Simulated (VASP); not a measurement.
Sr: single point with PBE

Sr:

```
CELL_PARAMETERS angstrom
0.00000 2.42782 2.42782
2.42782 0.00000 2.42782
2.42782 2.42782 0.00000
ATOMIC_POSITIONS crystal
Sr 0.00000 0.00000 0.00000
```

This cell differs from its parent crystal: volume scaled by 0.52.

```json
{
  "Program": "VASP 6.6.1",
  "Task": "single point",
  "Functional": "PBE",
  "Potentials or basis": "VASP PAW PBE potentials, release 64 (Sr_sv)",
  "Cutoff": "520 eV",
  "k mesh": "12 × 12 × 12",
  "Occupations": "fermi-dirac, width 0.08 eV",
  "Spin": "no spin polarisation",
  "Dipole correction": "no",
  "Further INCAR settings": "ALGO = Normal; EDIFF = 1e-06; NBANDS = 11"
}
```

The pressure is 20.0 GPa and the band gap on the k mesh is zero (band 5 reaches 4.60 eV, above the bottom of band 6 at 3.84 eV).

Levels at points of the mesh, in eV from the Fermi level:
```tsv
k point	band 3	band 4	band 5	band 6	band 7	band 8
(0.00, 0.00, 0.00)	-16.96	-16.96	-4.07	3.10	3.10	3.10
(0.50, 0.00, 0.00)	-17.15	-17.15	-1.42	2.27	2.77	2.77
(0.50, 0.50, 0.00)	-17.48	-17.48	-1.66	-0.50	4.18	8.19
```

It took 10 s on 1 thread of Intel(R) Xeon(R) 6975P-C (Granite Rapids), on a shared host, peak memory 0.16 GiB.
